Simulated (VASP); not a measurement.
# Co (P6_3/mmc) in VASP: a series of runs, part 2 of 2

VASP 6.6.1. The steps go on from the part before.

### 3 Single point, PBE, collinear spin, antiferromagnetic start

INCAR

```
SYSTEM = Co
PREC = Accurate
ENCUT = 520
EDIFF = 1E-7
ISMEAR = -1
SIGMA = 0.1
LREAL = .False.
LASPH = .True.
NELM = 150
ALGO = Normal
ISIF = 2
LWAVE = .False.
LCHARG = .False.
ISPIN = 2
MAGMOM = 1.8 -1.8
LORBIT = 11
LMAXMIX = 4
GGA = PE
NBANDS = 20
```

KPOINTS

```
Automatic mesh
0
Gamma
  14 14 7
  0 0 0
```

POSCAR

```
Co
1.0
    2.5074000000      0.0000000000      0.0000000000
   -1.2537000000      2.1714721000      0.0000000000
    0.0000000000      0.0000000000      4.0699000000
Co
2
Direct
    0.3333333333      0.6666666667      0.2500000000
    0.6666666667      0.3333333333      0.7500000000
```

Potentials or basis: VASP PAW PBE potentials, release 64 (Co).

Started as:

```console
cat potpaw_PBE.64/Co/POTCAR > POTCAR
mpirun -np 1 vasp_std > vasp.out
```

OUTCAR:

```text
SYSTEM = Co
   PREC = Accurate
   ENCUT = 520
   EDIFF = 1E-7
   ISMEAR = -1
   LREAL = .False.
   LASPH = .True.
   NELM = 150
   ISIF = 2
   ISPIN = 2
   LORBIT = 11
   GGA = PE

 ion  position               nearest neighbor table
   1  0.333  0.667  0.250-   2 2.50   2 2.50   2 2.50   2 2.50   2 2.50   2 2.50
   2  0.667  0.333  0.750-   1 2.50   1 2.50   1 2.50   1 2.50   1 2.50   1 2.50

  LATTYP: Found a hexagonal cell.
 ALAT       =     2.5074000000
 C/A-ratio  =     1.6231554598

  Lattice vectors:

 A1 = (   2.5074000000,   0.0000000000,   0.0000000000)
 A2 = (  -1.2537000000,   2.1714721000,   0.0000000000)
 A3 = (   0.0000000000,   0.0000000000,   4.0699000000)

Analysis of symmetry for initial positions (statically):
=====================================================================
 Subroutine PRICEL returns:
 Original cell was already a primitive cell.

 Routine SETGRP: Setting up the symmetry group for a
 hexagonal supercell.

 Subroutine GETGRP returns: Found 24 space group operations
 (whereof 12 operations were pure point group operations)
 out of a pool of 24 trial point group operations.

The static configuration has the point symmetry D_3d.
 The point group associated with its full space group is D_6h.

Analysis of symmetry for dynamics (positions and initial velocities):
=====================================================================
 Subroutine PRICEL returns:
 Original cell was already a primitive cell.

 Routine SETGRP: Setting up the symmetry group for a
 hexagonal supercell.

 Subroutine GETGRP returns: Found 24 space group operations
 (whereof 12 operations were pure point group operations)
 out of a pool of 24 trial point group operations.

The dynamic configuration has the point symmetry D_3d.
 The point group associated with its full space group is D_6h.

Analysis of structural, dynamic, and magnetic symmetry:
=====================================================================
 Subroutine PRICEL returns:
 Original cell was already a primitive cell.

 Routine SETGRP: Setting up the symmetry group for a
 hexagonal supercell.

 Subroutine GETGRP returns: Found 24 space group operations
 (whereof 12 operations were pure point group operations)
 out of a pool of 24 trial point group operations.

The overall configuration has the point symmetry D_3d.
 The point group associated with its full space group is D_6h.

 Subroutine INISYM returns: Found 24 space group operations
 (whereof 12 operations are pure point group operations),
 and found     1 'primitive' translations

----------------------------------------------------------------------------------------

                                     Primitive cell

  volume of cell :      22.1596

  direct lattice vectors                    reciprocal lattice vectors
     2.507400000  0.000000000  0.000000000     0.398819494  0.230258542  0.000000000
    -1.253700000  2.171472100  0.000000000     0.000000000  0.460517084  0.000000000
     0.000000000  0.000000000  4.069900000     0.000000000  0.000000000  0.245706283

  length of vectors
     2.507400000  2.507400002  4.069900000     0.460517085  0.460517084  0.245706283

  position of ions in fractional coordinates (direct lattice)
     0.333333333  0.666666667  0.250000000
     0.666666667  0.333333333  0.750000000

  ion indices of the primitive-cell ions
   primitive index   ion index
[... 63 lines left out ...]
   NGXF,Y,Z  is equivalent  to a cutoff of  26.52, 26.52, 24.51 a.u.
 SYSTEM =  Co
   PREC   = accura    normal or accurate (medium, high low for compatibility)
   ISTART =      0    job   : 0-new  1-cont  2-samecut
   ICHARG =      2    charge: 1-file 2-atom 10-const
   ISPIN  =      2    spin polarized calculation?
   LNONCOLLINEAR =      F non collinear calculations
   LSORBIT =      F    spin-orbit coupling
   LASPH  =      T    aspherical Exc in radial PAW
   ENCUT  =  520.0 eV  38.22 Ry    6.18 a.u.   4.66  4.66  7.57*2*pi/ulx,y,z
   NELM   =    150;   NELMIN=  2; NELMDL= -5     # of ELM steps
   EDIFF  = 0.1E-06   stopping-criterion for ELM
   LREAL  =      F    real-space projection
   EDIFFG = 0.1E-05   stopping-criterion for IOM
   NSW    =      0    number of steps for IOM
   IBRION =     -1    ionic relax: 0-MD 1-quasi-New 2-CG
   NFREE  =      0    steps in history (QN), initial steepest desc. (CG)
   ISIF   =      2    stress and relaxation
   ISYM   =      2    0-nonsym 1-usesym 2-fastsym
   POTIM  = 0.5000    time-step for ionic-motion
   TEBEG  =    0.0;   TEEND  =   0.0 temperature during run
   PSTRESS=    0.0 pullay stress
   NELECT =      18.0000    total number of electrons
   NUPDOWN=      -1.0000    fix difference up-down
   EMIN   =  10.00;   EMAX   =-10.00  energy-range for DOS
   EFERMI =   0.00;   METHOD = LEGACY
   ISMEAR =    -1;   SIGMA  =   0.10  broadening in eV -4-tet -1-fermi 0-gaus
   EFERMI_NEDOS =   21; number of points for ismear=-14 and -15
   IALGO  =     38    algorithm
   IMIX   =      4    mixing-type and parameters
     AMIX     =   0.40;   BMIX     =  1.00
     AMIX_MAG =   1.60;   BMIX_MAG =  1.00
  volume/ion in A,a.u.               =      11.08        74.77
  Fermi-wavevector in a.u.,A,eV,Ry     =   1.527490  2.886538 31.745475  2.333227
  Thomas-Fermi vector in A             =   2.635379
   LORBIT       =     11    0 simple, 1 ext, 2 COOP (PROOUT), +10 PAW based schemes
   GGA     = PE    functional components
   LHFCALC =     F    Hartree Fock is set to
   AEXX    =    0.0000 exact exchange contribution
   IVDW    =     0    specifies the selected vdW correction
   LEPSILON=     F    determine dielectric tensor
   LRPA    =     F    only Hartree local field effects (RPA)
 spin polarized calculation
  energy-cutoff  :      520.00
  volume of cell :       22.16
 maximum number of plane-waves:       615
 NGX is ok and might be reduce to    20
   NGX =  9   NGY =  9   NGZ = 15

 number of electron      18.0000002 magnetization      -0.0000000

 number of electron      18.0000002 magnetization       0.0000000

 Free energy of the ion-electron system (eV)
  ---------------------------------------------------
  ext. energy  EPLUGINS =         0.00000000
  ---------------------------------------------------
  free energy    TOTEN  =       -13.67209605 eV

  energy without entropy =      -13.49605119  energy(sigma->0) =      -13.58407362

 E-fermi :   9.9206     XC(G=0): -13.2933

 val. band max:        9.9168476537   @ k =   0.1429   0.1429   0.4286
 cond. band min:       9.9218942347   @ k =   0.2857   0.2857   0.4286
 fundamental gap:      0.0050465810
 Fermi energy:         9.9205931997

 spin component 1

 k-point     1 :       0.0000    0.0000    0.0000
  band No.  band energies     occupation
      1       1.1656      1.00000
      2       5.3392      1.00000
      3       7.8684      1.00000
      4       7.8684      1.00000
      5       8.1139      1.00000
      6       8.6490      1.00000
[... 541 lines left out ...]
     19      26.6398      0.00000
     20      42.2867      0.00000

 [... further k-points ...]

 spin component 2

 k-point     1 :       0.0000    0.0000    0.0000
  band No.  band energies     occupation
      1       1.1656      1.00000
      2       5.3392      1.00000
      3       7.8684      1.00000
      4       7.8684      1.00000
      5       8.1139      1.00000
      6       8.6490      1.00000
[... 541 lines left out ...]
     19      26.6398      0.00000
     20      42.2867      0.00000

 [... further k-points ...]
[... 5 lines left out ...]
  --------------------------------------------------------------------------------------
  -------------------------------------------------------------------------------------
  Total       -1.4571383     -1.4571383     -1.3797228      0.0000000      0.0000000      0.0000000
  in kB     -105.3536895   -105.3536898    -99.7564075      0.0000000      0.0000000      0.0000000
  external PRESSURE =    -103.4879289 kB  Pullay stress =       0.0000000 kB

 VOLUME and BASIS-vectors are now :
 -----------------------------------------------------------------------------
  energy-cutoff  :      520.00
  volume of cell :       22.16
      direct lattice vectors                 reciprocal lattice vectors
     2.507400000  0.000000000  0.000000000     0.398819494  0.230258542  0.000000000
    -1.253700000  2.171472100  0.000000000     0.000000000  0.460517084  0.000000000
     0.000000000  0.000000000  4.069900000     0.000000000  0.000000000  0.245706283

 POSITION                                       TOTAL-FORCE (eV/Angst)
 -----------------------------------------------------------------------------------
     -0.00000      1.44765      1.01747         0.000000      0.000000      0.000000
      1.25370      0.72382      3.05242         0.000000     -0.000000      0.000000
 -----------------------------------------------------------------------------------
    total drift:                                0.000000      0.000000     -0.000000

  FREE ENERGIE OF THE ION-ELECTRON SYSTEM (eV)
  ---------------------------------------------------
  free  energy   TOTEN  =       -13.6720960451 eV

  energy  without entropy=      -13.4960511895  energy(sigma->0) =      -13.58407362

 total charge

# of ion       s       p       d       tot
------------------------------------------
    1        0.475   0.500   7.257   8.232
    2        0.475   0.500   7.257   8.232
--------------------------------------------------
tot          0.950   1.000  14.514  16.464

 magnetization (x)

# of ion       s       p       d       tot
------------------------------------------
    1        0.001   0.006   0.922   0.928
    2       -0.001  -0.006  -0.922  -0.928
--------------------------------------------------
tot          0.000   0.000   0.000   0.000
```

OSZICAR:

```text
N       E                     dE             d eps       ncg     rms          rms(c)
DAV:   1     0.840241078293E+02    0.84024E+02   -0.81166E+03  8072   0.122E+03
DAV:   2    -0.116473408944E+02   -0.95671E+02   -0.86232E+02  7776   0.215E+02
DAV:   3    -0.160586378592E+02   -0.44113E+01   -0.42265E+01  8748   0.561E+01
DAV:   4    -0.161256650506E+02   -0.67027E-01   -0.66963E-01  9520   0.607E+00
DAV:   5    -0.161274763537E+02   -0.18113E-02   -0.18112E-02  8876   0.945E-01    0.145E+01
DAV:   6    -0.141877289608E+02    0.19397E+01   -0.76320E+00  8708   0.586E+01    0.678E+00
DAV:   7    -0.137068100876E+02    0.48092E+00   -0.14403E+00  8672   0.221E+01    0.277E+00
DAV:   8    -0.136820494003E+02    0.24761E-01   -0.17785E-02 11256   0.165E+00    0.113E+00
DAV:   9    -0.136731896115E+02    0.88598E-02   -0.29659E-03 12972   0.926E-01    0.365E-01
DAV:  10    -0.136717869569E+02    0.14027E-02   -0.19072E-03 11684   0.731E-01    0.159E-01
DAV:  11    -0.136719862053E+02   -0.19925E-03   -0.55037E-04 12504   0.428E-01    0.904E-02
DAV:  12    -0.136720696873E+02   -0.83482E-04   -0.32356E-04 12372   0.330E-01    0.303E-02
DAV:  13    -0.136720869913E+02   -0.17304E-04   -0.48909E-05 12108   0.108E-01    0.225E-02
DAV:  14    -0.136720916997E+02   -0.47085E-05   -0.83507E-06 12800   0.493E-02    0.171E-02
DAV:  15    -0.136720951929E+02   -0.34931E-05   -0.12532E-05 12104   0.711E-02    0.648E-03
DAV:  16    -0.136720959718E+02   -0.77896E-06   -0.54514E-06 13064   0.444E-02    0.169E-03
DAV:  17    -0.136720960451E+02   -0.73235E-07   -0.47755E-07  8416   0.103E-02
   1 F= -.13672096E+02 E0= -.13584074E+02  d E =-.176045E+00  mag=    -0.0000
```

stdout:

```text
POSCAR found type information on POSCAR Co
 POSCAR found :  1 types and       2 ions
 scaLAPACK will be used
 LDA part: xc-table for (Slater+PW92), standard interpolation
 POSCAR, INCAR and KPOINTS ok, starting setup
 FFT: planning ... GRIDC
 FFT: planning ... GRID_SOFT
 FFT: planning ... GRID
 WAVECAR not read
 entering main loop
```

Run time: 99 s. Hardware: 1 thread of AMD EPYC 7R43 (Zen 3), shared host; peak memory 0.15 GiB.

What came out:

```yaml
Free_energy: -13.6721 eV
Pressure: -10.3 GPa
Band_gap_on_the_k_mesh: zero (filled and empty bands overlap)
Net_moment: 0.00 μB per cell
Site_moments: Co +0.93, -0.93 μB
Valence_electrons_inside_the_program's_atomic_spheres: Co 8.23
```
